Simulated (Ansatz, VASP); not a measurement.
**AlP: VASP beside Ansatz**

```
CELL_PARAMETERS angstrom
0.00000 2.68866 2.68866
2.68866 0.00000 2.68866
2.68866 2.68866 0.00000
ATOMIC_POSITIONS crystal
Al 0.00000 0.00000 0.00000
P 0.25000 0.25000 0.25000
```

Alike in both runs: task single point; functional PBE; dispersion D3(BJ); k mesh 6 × 6 × 6; occupations fermi-dirac, width 0.01 eV; no spin polarisation.

```csv
,VASP,Ansatz
version,VASP 6.6.1,Ansatz 0.2.0
potentials or method,"VASP PAW PBE potentials, release 64 (Al, P), cutoff 500 eV","plane waves, PAW"
valence electrons in the cell,8,8
```

```csv
,VASP,Ansatz,Ansatz less VASP
pressure (GPa),3.9,4.1,+0.11
```
